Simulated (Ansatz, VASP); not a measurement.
**AlN in VASP and in Ansatz**

```
Al N
1.0
     3.11383    0.00000    0.00000
    -1.55692    2.69666    0.00000
     0.00000    0.00000    4.98356
Al N
2 2
Direct
  0.33333 0.66667 0.99650
  0.66667 0.33333 0.49650
  0.33333 0.66667 0.37850
  0.66667 0.33333 0.87850
```

Alike in both runs: functional PBEsol; k mesh 9 × 9 × 6; occupations gaussian, width 0.02 eV; no spin polarisation.

Ansatz relaxed the structure, and its values are those at the end. VASP's run is a single point on that final structure, the one shown.

|  | VASP | Ansatz |
| --- | --- | --- |
| version | VASP 6.6.1 | Ansatz 0.2.0 |
| potentials or method | VASP PAW PBE potentials, release 64 (Al, N), cutoff 520 eV | scalar-relativistic, plane waves, PAW |
| valence electrons in the cell | 16 | 16 |

Ansatz gave:

```
gap on the k mesh at the Fermi level (eV) : 4.09
least direct gap on the mesh (eV)         : 4.09
pressure (GPa)                            : 0.0
```

**Question.** What did VASP give for the same quantities?

**Answer.** gap on the k mesh at the Fermi level (eV): 4.11; least direct gap on the mesh (eV): 4.11; pressure (GPa): 0.0.

VASP's potentials were made for PBE, not for PBEsol.
